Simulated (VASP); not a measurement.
A run of VASP 6.6.1 is set up as follows.

File INCAR:

```
PREC     = Accurate       # precision mode
ENCUT    = 520            # plane-wave cutoff, eV
EDIFF    = 1E-7           # SCF threshold, eV
ISMEAR   = -1             # smearing method
SIGMA    = 0.05           # smearing width, eV
LREAL    = F              # projectors in reciprocal space
LASPH    = T              # aspherical terms in the spheres
NELM     = 150            # most SCF steps
ALGO     = Fast           # electronic algorithm
ISIF     = 2              # what is computed and relaxed
LWAVE    = F              # write WAVECAR
LCHARG   = F              # write CHGCAR
ISPIN    = 2              # spin polarisation
MAGMOM   = 1 1 0 0.6 0    # initial moments
LORBIT   = 11             # projections on sites
LMAXMIX  = 4              # l up to which the mixer works
GGA      = PE             # functional
IVDW     = 13             # dispersion correction
NBANDS   = 40             # bands
```

File KPOINTS:

```
Automatic mesh
0
Gamma
  6 6 4
```

The input POSCAR:

```
NiMoIrPdW
1.0
    4.0774589058      0.0000028590      0.0000000000
   -2.0387319288      3.5311815658      0.0000000000
    0.0000000000      0.0000000000      5.4116074589
Ni Mo Pd Ir W
1 1 1 1 1
Direct
    0.0000000000      0.0000000000      0.9559024205
    0.6666666667      0.3333333333      0.9641305512
    0.6666666667      0.3333333333      0.4648964284
    0.3333333333      0.6666666667      0.7231850910
    0.3333333333      0.6666666667      0.2363355089
```

Potentials or basis: VASP PAW PBE potentials, release 64 (Ni, Mo_sv, Pd, Ir, W_sv).

Run with:

```bash
$ cat potpaw_PBE.64/Ni/POTCAR potpaw_PBE.64/Mo_sv/POTCAR potpaw_PBE.64/Pd/POTCAR potpaw_PBE.64/Ir/POTCAR potpaw_PBE.64/W_sv/POTCAR > POTCAR
$ mpirun -np 1 vasp_std > vasp.out
```

(1) What does it give for the dispersion energy per atom?

(2) What does it give for the net moment?

(3) What does it give for the pressure?

Answers

(1) -0.607 eV.

(2) 0.00 μB per cell.

(3) 0.2 GPa.

Caveat: pairwise dispersion overbinds metals, which lowers pressure and volume.
